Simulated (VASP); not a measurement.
# KGeAu2S4 in VASP: a series of runs, part 2 of 2

VASP 6.6.1.

## Step 3: Single point, PBE

Input file INCAR:

```
PREC = Accurate
ENCUT = 520
EDIFF = 1E-6
ISMEAR = 1
SIGMA = 0.15
LREAL = F
LASPH = T
NELM = 100
ALGO = Normal
ISIF = 2
LWAVE = F
LCHARG = F
GGA = PE
NBANDS = 44
```

Input file KPOINTS:

```
Automatic mesh
0
Gamma
  3 3 2
```

Input file POSCAR:

```
KGeAu2S4
1.0
    5.1824830000      0.5390340000     -0.8744760000
    0.9713960000      5.9006410000      0.6147600000
   -0.2157280000     -0.2702810000      6.7580640000
Ge Au S K
1 2 4 1
Direct
    0.9105685731      0.4075308090      0.2870139619
    0.3290840304      0.9630633980      0.3127147408
    0.3264569643      0.5427037517      0.5620129111
    0.8030363368      0.0038031485      0.1900055963
    0.7965731947      0.7001398366      0.5954353458
    0.9888516898      0.6731937515      0.9780130049
    0.7080651002      0.1549741171      0.5315053318
    0.3115354139      0.0260113881      0.8021135168
```

Potentials or basis: VASP PAW PBE potentials, release 64 (Ge_d, Au, S, K_sv).

Launch:

```bash
cat potpaw_PBE.64/Ge_d/POTCAR potpaw_PBE.64/Au/POTCAR potpaw_PBE.64/S/POTCAR potpaw_PBE.64/K_sv/POTCAR > POTCAR
mpirun -np 1 vasp_std > vasp.out
```

OUTCAR:

```text
PREC = Accurate
   ENCUT = 520
   EDIFF = 1E-6
   ISMEAR = 1
   LREAL = F
   LASPH = T
   NELM = 100
   ISIF = 2
   GGA = PE

 ion  position               nearest neighbor table
   1  0.911  0.408  0.287-   4 2.71   6 2.72   7 2.72   3 2.89   2 3.00
   2  0.329  0.963  0.313-   4 2.68   7 2.77   5 2.85   4 2.85   3 2.96   1 3.00   8 3.37   8 3.43

   3  0.326  0.543  0.562-   7 2.74   5 2.79   5 2.84   1 2.89   2 2.96   8 3.40   8 3.45
   4  0.803  0.004  0.190-   7 2.63   6 2.63   2 2.68   1 2.71   2 2.85   8 3.27
   5  0.797  0.700  0.595-   6 2.56   7 2.65   3 2.79   3 2.84   2 2.85
[... 672 lines left out ...]
  Total       -8.1160031     -2.5463688     -2.0285160      0.5370830     -0.9815745      1.3957578
  in kB      -64.0464466    -20.0943579    -16.0077861      4.2383245     -7.7459750     11.0144520
  external PRESSURE =     -33.3828635 kB  Pullay stress =       0.0000000 kB

 VOLUME and BASIS-vectors are now :
 -----------------------------------------------------------------------------
  energy-cutoff  :      520.00
  volume of cell :      203.03
      direct lattice vectors                 reciprocal lattice vectors
     5.182483000  0.539034000 -0.874476000     0.197228464 -0.032987319  0.004976552
     0.971396000  5.900641000  0.614760000    -0.016778266  0.171576126  0.006326401
    -0.215728000 -0.270281000  6.758064000     0.027047120 -0.019876219  0.148039832

 POSITION                                       TOTAL-FORCE (eV/Angst)
 -----------------------------------------------------------------------------------
      5.05296      2.81795      1.39392         0.398416      0.072685      0.289565
      2.57353      5.77556      2.41762        -0.420499      0.108083     -0.046025
      2.09780      3.22637      3.84627        -0.020224     -0.239230     -0.506880
      4.12443      0.40395      0.58417         0.612254     -0.589482      0.079450
      4.67989      4.39972      3.75782         0.420948     -0.875862      0.011646
      5.56766      4.24096      6.15860        -0.482867      0.490501      0.066227
      3.70542      1.15246      3.06803        -0.472533      1.022531     -0.186737
      1.46676      0.10462      5.16430        -0.035495      0.010774      0.292755
 -----------------------------------------------------------------------------------
    total drift:                               -0.001048     -0.000574      0.000169

  FREE ENERGIE OF THE ION-ELECTRON SYSTEM (eV)
  ---------------------------------------------------
  free  energy   TOTEN  =       -26.6165163242 eV

  energy  without entropy=      -26.5983825157  energy(sigma->0) =      -26.61047172
```

OSZICAR:

```text
N       E                     dE             d eps       ncg     rms          rms(c)
DAV:   1     0.607568703695E+03    0.60757E+03   -0.30818E+04  1120   0.206E+03
DAV:   2     0.570695562226E+02   -0.55050E+03   -0.52674E+03   944   0.649E+02
DAV:   3    -0.221373895906E+02   -0.79207E+02   -0.77312E+02  1064   0.141E+02
DAV:   4    -0.278679812461E+02   -0.57306E+01   -0.56827E+01  1176   0.421E+01
DAV:   5    -0.280872960909E+02   -0.21931E+00   -0.21888E+00  1440   0.677E+00    0.158E+01
DAV:   6    -0.267856398575E+02    0.13017E+01   -0.99423E+00   976   0.187E+01    0.124E+01
DAV:   7    -0.266329048479E+02    0.15274E+00   -0.18176E+00   956   0.729E+00    0.626E+00
DAV:   8    -0.266374796165E+02   -0.45748E-02   -0.43446E-01  1032   0.317E+00    0.171E+00
DAV:   9    -0.266180788881E+02    0.19401E-01   -0.13257E-01  1020   0.179E+00    0.664E-01
DAV:  10    -0.266158896081E+02    0.21893E-02   -0.23208E-02   984   0.785E-01    0.303E-01
DAV:  11    -0.266161638783E+02   -0.27427E-03   -0.36240E-03  1064   0.268E-01    0.140E-01
DAV:  12    -0.266164121632E+02   -0.24828E-03   -0.74992E-04  1096   0.148E-01    0.511E-02
DAV:  13    -0.266164788351E+02   -0.66672E-04   -0.14719E-04  1032   0.677E-02    0.198E-02
DAV:  14    -0.266165027984E+02   -0.23963E-04   -0.30267E-05  1112   0.259E-02    0.128E-02
DAV:  15    -0.266165158560E+02   -0.13058E-04   -0.17742E-05   992   0.178E-02    0.525E-03
DAV:  16    -0.266165163242E+02   -0.46822E-06   -0.13139E-06   744   0.643E-03
   1 F= -.26616516E+02 E0= -.26610472E+02  d E =-.181338E-01
```

It took 3.1 min on 1 thread of Intel Xeon 8259CL, shared host; peak memory 0.34 GiB.

Results:

```
Free energy   : -26.6165 eV
Pressure      : -3.3 GPa
Largest force : 1.142 eV/Å
```

Forces on the atoms (eV/Å):
```
Ge   0.398  0.073  0.290
Au  -0.420  0.108 -0.046
Au  -0.020 -0.239 -0.507
S    0.612 -0.589  0.079
S    0.421 -0.876  0.012
S   -0.483  0.491  0.066
S   -0.473  1.023 -0.187
K   -0.035  0.011  0.293
```

Levels at points of the mesh, in eV from the Fermi level:
```tsv
k point	band 30	band 31	band 32	band 33	band 34	band 35	band 36	band 37	band 38	band 39
(0.00, 0.00, 0.00)	-2.03	-1.98	-1.77	-0.67	-0.09	0.05	0.26	0.89	1.11	1.37
(0.00, 0.00, 0.50)	-2.09	-1.68	-1.63	-1.35	-0.09	0.00	0.25	0.60	1.18	1.90
```

Caveat: the k points lie up to 0.48 Å⁻¹ apart; spin-orbit coupling is left out, which moves the levels of the heavy elements.

## Step 4: Single point, PBE

Input file INCAR:

```
SYSTEM = KGeAu2S4
PREC     = Accurate       ! precision mode
ENCUT    = 520            ! plane-wave cutoff, eV
EDIFF    = 1E-6           ! SCF threshold, eV
ISMEAR   = 1              ! smearing method
SIGMA    = 0.15           ! smearing width, eV
LREAL    = .FALSE.        ! projectors in reciprocal space
LASPH    = .TRUE.         ! aspherical terms in the spheres
NELM     = 60             ! most SCF steps
ALGO     = Normal         ! electronic algorithm
ISIF     = 2              ! what is computed and relaxed
LWAVE    = .FALSE.        ! write WAVECAR
LCHARG   = .FALSE.        ! write CHGCAR
GGA      = PE             ! functional
NBANDS   = 44             ! bands
```

Input file KPOINTS:

```
regular mesh
0
G
  3 3 2
  0 0 0
```

Input file POSCAR:

```
KGeAu2S4
1.0
    5.1824830000      0.5390340000     -0.8744760000
    0.9713960000      5.9006410000      0.6147600000
   -0.2157280000     -0.2702810000      6.7580640000
Ge Au S K
1 2 4 1
Direct
    0.9120258380      0.4084948239      0.2881528540
    0.3281344903      0.9628045329      0.3131020988
    0.3259677112      0.5428405910      0.5611941909
    0.8097432040      0.0017466341      0.1913060068
    0.8004574537      0.6964834201      0.5981715599
    0.9866799761      0.6748303748      0.9773266778
    0.7033809130      0.1604974462      0.5306552760
    0.3130125257      0.0236477770      0.8001207497
```

Potentials or basis: VASP PAW PBE potentials, release 64 (Ge_d, Au, S, K_sv).

Launch:

```bash
cat potpaw_PBE.64/Ge_d/POTCAR potpaw_PBE.64/Au/POTCAR potpaw_PBE.64/S/POTCAR potpaw_PBE.64/K_sv/POTCAR > POTCAR
mpirun -np 1 vasp_std > vasp.out
```

OUTCAR:

```text
SYSTEM = KGeAu2S4
   PREC = Accurate
   ENCUT = 520
   EDIFF = 1E-6
   ISMEAR = 1
   LREAL = .FALSE.
   LASPH = .TRUE.
   NELM = 60
   ISIF = 2
   GGA = PE

 ion  position               nearest neighbor table
   1  0.912  0.408  0.288-   7 2.71   4 2.72   6 2.72   3 2.87   2 3.00
   2  0.328  0.963  0.313-   4 2.65   7 2.77   5 2.88   4 2.88   3 2.95   1 3.00   8 3.35   8 3.45

   3  0.326  0.543  0.561-   7 2.70   5 2.77   5 2.85   1 2.87   2 2.95   8 3.39   8 3.45
   4  0.810  0.002  0.191-   6 2.61   2 2.65   7 2.65   1 2.72   2 2.88
   5  0.800  0.696  0.598-   6 2.54   7 2.71   3 2.77   3 2.85   2 2.88
   6  0.987  0.675  0.977-   5 2.54   4 2.61   1 2.72
   7  0.703  0.160  0.531-   4 2.65   3 2.70   5 2.71   1 2.71   2 2.77   8 3.23   8 3.25
   8  0.313  0.024  0.800-   7 3.23   7 3.25   2 3.35   3 3.39   2 3.45   3 3.45
[... 671 lines left out ...]
  external PRESSURE =     -32.9982743 kB  Pullay stress =       0.0000000 kB

 VOLUME and BASIS-vectors are now :
 -----------------------------------------------------------------------------
  energy-cutoff  :      520.00
  volume of cell :      203.03
      direct lattice vectors                 reciprocal lattice vectors
     5.182483000  0.539034000 -0.874476000     0.197228464 -0.032987319  0.004976552
     0.971396000  5.900641000  0.614760000    -0.016778266  0.171576126  0.006326401
    -0.215728000 -0.270281000  6.758064000     0.027047120 -0.019876219  0.148039832

 POSITION                                       TOTAL-FORCE (eV/Angst)
 -----------------------------------------------------------------------------------
      5.06121      2.82411      1.40094         0.320523      0.045915      0.341674
      2.56827      5.77341      2.42091        -0.414030      0.154565      0.019373
      2.09557      3.22713      3.84125        -0.048038     -0.335095     -0.506569
      4.15691      0.39508      0.58583         0.676741     -0.568547     -0.001039
      4.69588      4.37950      3.77067         0.566080     -0.864719      0.106523
      5.55814      4.24963      6.15687        -0.488026      0.496476     -0.046558
      3.68669      1.18276      3.06978        -0.567580      1.049391     -0.240977
      1.47255      0.09200      5.14808        -0.045669      0.022013      0.327574
 -----------------------------------------------------------------------------------
    total drift:                                0.000277     -0.000558      0.000598

  FREE ENERGIE OF THE ION-ELECTRON SYSTEM (eV)
  ---------------------------------------------------
  free  energy   TOTEN  =       -26.7228772938 eV

  energy  without entropy=      -26.7058228885  energy(sigma->0) =      -26.71719249
```

Wall time 3.1 min (1 thread of Intel Xeon 8259CL, shared host); peak memory 0.34 GiB.

Results:

* Free energy: -26.7229 eV
* Pressure: -3.3 GPa
* Largest force: 1.217 eV/Å

Forces in eV/Å, atoms in the order of the input:
```
Ge   0.321  0.046  0.342
Au  -0.414  0.155  0.019
Au  -0.048 -0.335 -0.507
S    0.677 -0.569 -0.001
S    0.566 -0.865  0.107
S   -0.488  0.496 -0.047
S   -0.568  1.049 -0.241
K   -0.046  0.022  0.328
```

Stress tensor (GPa, compression positive):
```
-6.67  0.35  0.89
 0.35 -1.60 -0.75
 0.89 -0.75 -1.63
```

Caveat: the k points lie up to 0.48 Å⁻¹ apart; spin-orbit coupling is left out, which moves the levels of the heavy elements.
